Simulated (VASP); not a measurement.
# Sr (Pm-3m) in VASP: further runs

Sr is run at these levels: LDA; tasks: single point, relaxation of cell and atoms.

All numbers are computed with VASP 6.6.1; they aren't measurements. Logs are shortened: lines on timing, memory, paths and dates and some standing lists are left out, and cuts for length are marked.

### Step 1. The cell of the first run

The structure is cubic, space group Pm-3m (No. 221). Conventional cell: a = 3.629 Å, b = 3.629 Å, c = 3.629 Å, α = 90.00°, β = 90.00°, γ = 90.00°. Sr (site symmetry m-3m) has 6 Sr at 3.63 Å within 4.8 Å.

### Step 2. Single point, LDA

Input file INCAR:

```
PREC = Accurate
ENCUT = 520
EDIFF = 1E-7
ISMEAR = 1
SIGMA = 0.05
LREAL = False
LASPH = True
NELM = 60
ALGO = Normal
ISIF = 2
LWAVE = False
LCHARG = False
NBANDS = 11
```

Input file KPOINTS:

```
Automatic mesh
0
Gamma
  11 11 11
```

Input file POSCAR:

```
Sr
1.0
    3.6288434008      0.0000000000      0.0000000000
    0.0000000000      3.6288434008      0.0000000000
    0.0000000000      0.0000000000      3.6288434008
Sr
1
Direct
    0.0000000000      0.0000000000      0.0000000000
```

Potentials or basis: VASP PAW LDA potentials, release 64 (Sr_sv).

Command:

```
cat potpaw_LDA.64/Sr_sv/POTCAR > POTCAR
mpirun -np 1 vasp_std > vasp.out
```

OUTCAR:

```text
PREC = Accurate
   ENCUT = 520
   EDIFF = 1E-7
   ISMEAR = 1
   LREAL = False
   LASPH = True
   NELM = 60
   ISIF = 2

 ion  position               nearest neighbor table
   1  0.000  0.000  0.000-

  LATTYP: Found a simple cubic cell.
 ALAT       =     3.6288434008

  Lattice vectors:

 A1 = (   3.6288434008,   0.0000000000,   0.0000000000)
 A2 = (   0.0000000000,   3.6288434008,   0.0000000000)
 A3 = (   0.0000000000,   0.0000000000,   3.6288434008)

Analysis of symmetry for initial positions (statically):
=====================================================================
 Subroutine PRICEL returns:
 Original cell was already a primitive cell.

 Routine SETGRP: Setting up the symmetry group for a
 simple cubic supercell.

 Subroutine GETGRP returns: Found 48 space group operations
 (whereof 48 operations were pure point group operations)
 out of a pool of 48 trial point group operations.

The static configuration has the point symmetry O_h .

Analysis of symmetry for dynamics (positions and initial velocities):
=====================================================================
 Subroutine PRICEL returns:
 Original cell was already a primitive cell.

 Routine SETGRP: Setting up the symmetry group for a
 simple cubic supercell.

 Subroutine GETGRP returns: Found 48 space group operations
 (whereof 48 operations were pure point group operations)
 out of a pool of 48 trial point group operations.

The dynamic configuration has the point symmetry O_h .

 Subroutine INISYM returns: Found 48 space group operations
 (whereof 48 operations are pure point group operations),
 and found     1 'primitive' translations

----------------------------------------------------------------------------------------

                                     Primitive cell

  volume of cell :      47.7864

  direct lattice vectors                    reciprocal lattice vectors
     3.628843401  0.000000000  0.000000000     0.275569896  0.000000000  0.000000000
     0.000000000  3.628843401  0.000000000     0.000000000  0.275569896  0.000000000
     0.000000000  0.000000000  3.628843401     0.000000000  0.000000000  0.275569896

  length of vectors
     3.628843401  3.628843401  3.628843401     0.275569896  0.275569896  0.275569896

  position of ions in fractional coordinates (direct lattice)
     0.000000000  0.000000000  0.000000000

  ion indices of the primitive-cell ions
   primitive index   ion index
                 1           1

----------------------------------------------------------------------------------------

 KPOINTS: Automatic mesh

Automatic generation of k-mesh.
 Grid dimensions read from file:
 generate k-points for:   11   11   11

 Generating k-lattice:

  Cartesian coordinates                     Fractional coordinates (reciprocal lattice)
     0.025051809  0.000000000  0.000000000     0.090909091  0.000000000  0.000000000
     0.000000000  0.025051809  0.000000000     0.000000000  0.090909091  0.000000000
     0.000000000  0.000000000  0.025051809     0.000000000  0.000000000  0.090909091

  Length of vectors
     0.025051809  0.025051809  0.025051809

  Shift w.r.t. Gamma in fractional coordinates (k-lattice)
     0.000000000  0.000000000  0.000000000

 Subroutine IBZKPT returns following result:
 ===========================================

 Found     56 irreducible k-points:

 Following reciprocal coordinates:
            Coordinates               Weight
  0.000000  0.000000  0.000000      1.000000
  0.090909  0.000000  0.000000      6.000000
  0.181818  0.000000  0.000000      6.000000
  0.272727  0.000000  0.000000      6.000000
  0.363636  0.000000  0.000000      6.000000
  0.454545  0.000000  0.000000      6.000000
[... 16 lines left out ...]
  0.181818  0.090909  0.090909     24.000000
  0.272727  0.090909  0.090909     24.000000
 [... further k-points ...]
   k-points           NKPTS =     56   k-points in BZ     NKDIM =     56   number of bands    NBANDS=     11
   number of dos      NEDOS =    301   number of ions     NIONS =      1
   total plane-waves  NPLWV =  21952
   dimension x,y,z NGX =    28 NGY =   28 NGZ =   28
   dimension x,y,z NGXF=    56 NGYF=   56 NGZF=   56
   ions per type =               1
   NGX,Y,Z   is equivalent  to a cutoff of  12.83, 12.83, 12.83 a.u.
   NGXF,Y,Z  is equivalent  to a cutoff of  25.65, 25.65, 25.65 a.u.
 SYSTEM =  unknown system
   PREC   = accura    normal or accurate (medium, high low for compatibility)
   ISTART =      0    job   : 0-new  1-cont  2-samecut
   ICHARG =      2    charge: 1-file 2-atom 10-const
   ISPIN  =      1    spin polarized calculation?
   LNONCOLLINEAR =      F non collinear calculations
   LSORBIT =      F    spin-orbit coupling
   LASPH  =      T    aspherical Exc in radial PAW
   ENCUT  =  520.0 eV  38.22 Ry    6.18 a.u.   6.75  6.75  6.75*2*pi/ulx,y,z
   NELM   =     60;   NELMIN=  2; NELMDL= -5     # of ELM steps
   EDIFF  = 0.1E-06   stopping-criterion for ELM
   LREAL  =      F    real-space projection
   EDIFFG = 0.1E-05   stopping-criterion for IOM
   NSW    =      0    number of steps for IOM
   IBRION =     -1    ionic relax: 0-MD 1-quasi-New 2-CG
   NFREE  =      0    steps in history (QN), initial steepest desc. (CG)
   ISIF   =      2    stress and relaxation
   ISYM   =      2    0-nonsym 1-usesym 2-fastsym
   POTIM  = 0.5000    time-step for ionic-motion
   TEBEG  =    0.0;   TEEND  =   0.0 temperature during run
   PSTRESS=    0.0 pullay stress
   NELECT =      10.0000    total number of electrons
   NUPDOWN=      -1.0000    fix difference up-down
   EMIN   =  10.00;   EMAX   =-10.00  energy-range for DOS
   EFERMI =   0.00;   METHOD = LEGACY
   ISMEAR =     1;   SIGMA  =   0.05  broadening in eV -4-tet -1-fermi 0-gaus
   EFERMI_NEDOS =   21; number of points for ismear=-14 and -15
   IALGO  =     38    algorithm
   IMIX   =      4    mixing-type and parameters
     AMIX     =   0.40;   BMIX     =  1.00
     AMIX_MAG =   1.60;   BMIX_MAG =  1.00
  volume/ion in A,a.u.               =      47.79       322.48
  Fermi-wavevector in a.u.,A,eV,Ry     =   0.971941  1.836702 12.853008  0.944669
  Thomas-Fermi vector in A             =   2.102199
   LORBIT       =      0    0 simple, 1 ext, 2 COOP (PROOUT), +10 PAW based schemes
   GGA     = CA    functional components
   LHFCALC =     F    Hartree Fock is set to
   AEXX    =    0.0000 exact exchange contribution
   IVDW    =     0    specifies the selected vdW correction
   LEPSILON=     F    determine dielectric tensor
   LRPA    =     F    only Hartree local field effects (RPA)
 non-spin polarized calculation
 Methfessel and Paxton  Order N= 1 SIGMA  =   0.05
  energy-cutoff  :      520.00
  volume of cell :       47.79
 maximum number of plane-waves:      1313
 NGX is ok and might be reduce to    28
   NGX = 13   NGY = 13   NGZ = 13

 number of electron      10.0000000 magnetization

 Free energy of the ion-electron system (eV)
  ---------------------------------------------------
  ext. energy  EPLUGINS =         0.00000000
  ---------------------------------------------------
  free energy    TOTEN  =        -1.51245024 eV

  energy without entropy =       -1.51183155  energy(sigma->0) =       -1.51224401

 E-fermi :   1.8126     XC(G=0):  -7.9927

 val. band max:        1.8083971558   @ k =   0.4545   0.2727   0.0000
 cond. band min:       1.8348780541   @ k =   0.4545   0.1818   0.0909
 fundamental gap:      0.0264808983
 Fermi energy:         1.8125603350

 k-point     1 :       0.0000    0.0000    0.0000
  band No.  band energies     occupation
      1     -34.6382      2.00000
      2     -16.5073      2.00000
      3     -16.5073      2.00000
      4     -16.5073      2.00000
      5      -1.8720      2.00000
      6       2.2932     -0.00000
      7       2.2932     -0.00000
      8       7.3589      0.00000
      9       7.3589      0.00000
     10       7.3589      0.00000
     11      10.1945      0.00000

 k-point     2 :       0.0909    0.0000    0.0000
  band No.  band energies     occupation
      1     -34.6351      2.00000
      2     -16.5490      2.00000
      3     -16.5038      2.00000
      4     -16.5038      2.00000
      5      -1.7427      2.00000
      6       2.3377     -0.00000
      7       2.3801     -0.00000
      8       7.0378      0.00000
      9       7.0378      0.00000
     10       7.3773      0.00000
     11       9.5867      0.00000

 k-point     3 :       0.1818    0.0000    0.0000
  band No.  band energies     occupation
      1     -34.6269      2.00000
      2     -16.6589      2.00000
      3     -16.4943      2.00000
      4     -16.4943      2.00000
      5      -1.3768      2.00000
      6       2.4621     -0.00000
      7       2.5746     -0.00000
      8       6.4057      0.00000
      9       6.4057      0.00000
     10       7.4275      0.00000
     11       8.6349      0.00000

 k-point     4 :       0.2727    0.0000    0.0000
  band No.  band energies     occupation
      1     -34.6160      2.00000
      2     -16.7987      2.00000
      3     -16.4819      2.00000
      4     -16.4819      2.00000
      5      -0.8299      2.00000
      6       2.6383     -0.00000
      7       2.6616     -0.00000
      8       5.8024      0.00000
      9       5.8024      0.00000
     10       7.4949      0.00000
     11       8.1040      0.00000
[... 239 lines left out ...]
 k-point    22 :       0.0909    0.0909    0.0909
  band No.  band energies     occupation
      1     -34.6290      2.00000
      2     -16.5465      2.00000
      3     -16.5391      2.00000
      4     -16.5391      2.00000
      5      -1.4865      2.00000
      6       2.4954     -0.00000
      7       2.4954     -0.00000
      8       6.5017      0.00000
      9       6.8350      0.00000
     10       6.8350      0.00000
     11      10.1404      0.00000

 k-point    23 :       0.1818    0.0909    0.0909
  band No.  band energies     occupation
      1     -34.6208      2.00000
      2     -16.6509      2.00000
      3     -16.5338      2.00000
      4     -16.5293      2.00000
      5      -1.1258      2.00000
      6       2.6202     -0.00000
      7       2.7063     -0.00000
      8       5.9222      0.00000
      9       6.1589      0.00000
     10       6.8671      0.00000
     11       9.3633      0.00000

 k-point    24 :       0.2727    0.0909    0.0909
  band No.  band energies     occupation
      1     -34.6100      2.00000
      2     -16.7894      2.00000
      3     -16.5208      2.00000
      4     -16.5165      2.00000
      5      -0.5872      2.00000
      6       2.7772     -0.00000
      7       2.8018     -0.00000
      8       5.4901      0.00000
      9       5.5052      0.00000
     10       6.9568      0.00000
     11       8.6910      0.00000

 [... further k-points ...]
[... 5 lines left out ...]
  --------------------------------------------------------------------------------------
  -------------------------------------------------------------------------------------
  Total        0.0018926      0.0018926      0.0018926     -0.0000000      0.0000000     -0.0000000
  in kB        0.0634541      0.0634541      0.0634541     -0.0000000      0.0000000     -0.0000000
  external PRESSURE =       0.0634541 kB  Pullay stress =       0.0000000 kB

 VOLUME and BASIS-vectors are now :
 -----------------------------------------------------------------------------
  energy-cutoff  :      520.00
  volume of cell :       47.79
      direct lattice vectors                 reciprocal lattice vectors
     3.628843401  0.000000000  0.000000000     0.275569896  0.000000000  0.000000000
     0.000000000  3.628843401  0.000000000     0.000000000  0.275569896  0.000000000
     0.000000000  0.000000000  3.628843401     0.000000000  0.000000000  0.275569896

 POSITION                                       TOTAL-FORCE (eV/Angst)
 -----------------------------------------------------------------------------------
      0.00000      0.00000      0.00000         0.000000      0.000000      0.000000
 -----------------------------------------------------------------------------------
    total drift:                               -0.000000     -0.000000     -0.000000

  FREE ENERGIE OF THE ION-ELECTRON SYSTEM (eV)
  ---------------------------------------------------
  free  energy   TOTEN  =        -1.5124502448 eV

  energy  without entropy=       -1.5118315460  energy(sigma->0) =       -1.51224401
```

It took 8.2 s on 1 thread of Intel Xeon 6975P-C (Granite Rapids), shared host; peak memory 0.15 GiB.

What came out:

- Free energy: -1.5125 eV
- Pressure: 0.0 GPa
- Band gap on the k mesh: zero (band 5 reaches 2.07 eV, above the bottom of band 6 at 1.79 eV)

### Step 3. Relaxation of cell and atoms, LDA

This run uses another cell than the first one, of 62.10 Å³/atom, 1.300 times its volume.

Input file INCAR:

```
PREC = Accurate
ENCUT = 600
EDIFF = 1E-7
ISMEAR = 1
SIGMA = 0.05
LREAL = F
LASPH = T
NELM = 80
ALGO = Normal
ISIF = 3
LWAVE = F
LCHARG = F
GGA = CA
IBRION = 2
NSW = 80
EDIFFG = -0.03
```

Input file KPOINTS:

```
regular mesh
0
Gamma
  11 11 11
```

Input file POSCAR:

```
Sr
1.0
    3.9600000000      0.0000000000      0.0000000000
    0.0000000000      3.9600000000      0.0000000000
    0.0000000000      0.0000000000      3.9600000000
Sr
1
Direct
    0.0000000000      0.0000000000      0.0000000000
```

Potentials or basis: VASP PAW LDA potentials, release 64 (Sr_sv).

Command:

```
cat potpaw_LDA.64/Sr_sv/POTCAR > POTCAR
mpirun -np 1 vasp_std > vasp.out
```

OUTCAR:

```text
PREC = Accurate
   ENCUT = 600
   EDIFF = 1E-7
   ISMEAR = 1
   LREAL = F
   LASPH = T
   NELM = 80
   ISIF = 3
   GGA = CA
   IBRION = 2
   NSW = 80
   EDIFFG = -0.03

 ion  position               nearest neighbor table
   1  0.000  0.000  0.000-

  LATTYP: Found a simple cubic cell.
 ALAT       =     3.9600000000

  Lattice vectors:

 A1 = (   3.9600000000,   0.0000000000,   0.0000000000)
 A2 = (   0.0000000000,   3.9600000000,   0.0000000000)
 A3 = (   0.0000000000,   0.0000000000,   3.9600000000)

Analysis of symmetry for initial positions (statically):
=====================================================================
 Subroutine PRICEL returns:
 Original cell was already a primitive cell.

 Routine SETGRP: Setting up the symmetry group for a
[... 282 lines left out ...]

 E-fermi :   1.8021     XC(G=0):  -7.9837

 val. band max:        1.7966784205   @ k =   0.4545   0.2727   0.0000
 cond. band min:       1.8234103930   @ k =   0.4545   0.1818   0.0909
 fundamental gap:      0.0267319725
 Fermi energy:         1.8020909224

 k-point     1 :       0.0000    0.0000    0.0000
  band No.  band energies     occupation
      1     -34.6516      2.00000
      2     -16.5224      2.00000
      3     -16.5224      2.00000
      4     -16.5224      2.00000
      5      -1.8789      2.00000
      6       2.2848     -0.00000
      7       2.2848     -0.00000
      8       7.3364      0.00000
      9       7.3364      0.00000
[... 265 lines left out ...]
 k-point    24 :       0.2727    0.0909    0.0909
  band No.  band energies     occupation
      1     -34.6237      2.00000
      2     -16.8022      2.00000
      3     -16.5358      2.00000
      4     -16.5315      2.00000
      5      -0.5971      2.00000
      6       2.7646     -0.00000
      7       2.7916     -0.00000
      8       5.4732      0.00000
      9       5.4888      0.00000

 [... further k-points ...]
[... 5 lines left out ...]
  --------------------------------------------------------------------------------------
  -------------------------------------------------------------------------------------
  Total       -0.0007670     -0.0007670     -0.0007670     -0.0000000      0.0000000     -0.0000000
  in kB       -0.0256463     -0.0256463     -0.0256463     -0.0000000      0.0000000     -0.0000000
  external PRESSURE =      -0.0256463 kB  Pullay stress =       0.0000000 kB
[... 16 lines left out ...]
  FREE ENERGIE OF THE ION-ELECTRON SYSTEM (eV)
  ---------------------------------------------------
  free  energy   TOTEN  =        -1.5128654037 eV

  energy  without entropy=       -1.5122425259  energy(sigma->0) =       -1.51265778

 reached required accuracy - stopping structural energy minimisation
```

CONTCAR:

```text
Sr
   1.00000000000000
     3.6321072009491333   -0.0000000000000000    0.0000000000000000
    -0.0000000000000000    3.6321072009491338   -0.0000000000000000
     0.0000000000000000   -0.0000000000000000    3.6321072009491333
  Sr
     1
Direct
     0.0000000000000000    0.0000000000000000    0.0000000000000000

  0.00000000E+00  0.00000000E+00  0.00000000E+00
```

Wall time 32 s (1 thread of Intel Xeon 6975P-C (Granite Rapids), shared host); peak memory 0.19 GiB.

Results:

```
Free energy                            : -1.5129 eV
Relaxed volume                         : 47.92 Å³/atom
Relaxed cell                           : a = 3.632 Å, b = 3.632 Å, c = 3.632 Å, α = 90.00°, β = 90.00°, γ = 90.00°
Space group after relaxing (to 0.05 Å) : Pm-3m (No. 221)
Energy gained by relaxing              : 76.3 meV/atom
Ionic steps                            : 4
Pressure after relaxing                : 0.0 GPa
Band gap on the k mesh                 : zero (band 5 reaches 2.06 eV, above the bottom of band 6 at 1.78 eV)
```

Step by step:
| step | energy change (eV) | largest force (eV/Å) | pressure (GPa) | volume (Å³) |
| --- | --- | --- | --- | --- |
| 1 | 0.0000 | 0.0000 | -1.33 | 62.10 |
| 2 | -0.0338 | 0.0000 | -1.09 | 57.57 |
| 3 | -0.0731 | 0.0000 | 0.41 | 45.31 |
| 4 | -0.0763 | 0.0000 | 0.00 | 47.92 |

Final structure:
```xyz
1
Lattice="3.6321 0.0000 0.0000 0.0000 3.6321 0.0000 0.0000 0.0000 3.6321" Properties=species:S:1:pos:R:3 pbc="T T T"
Sr    0.0000    0.0000    0.0000
```

Caveat: the volume moved by over 15 % at a fixed basis, so the end points are rough.
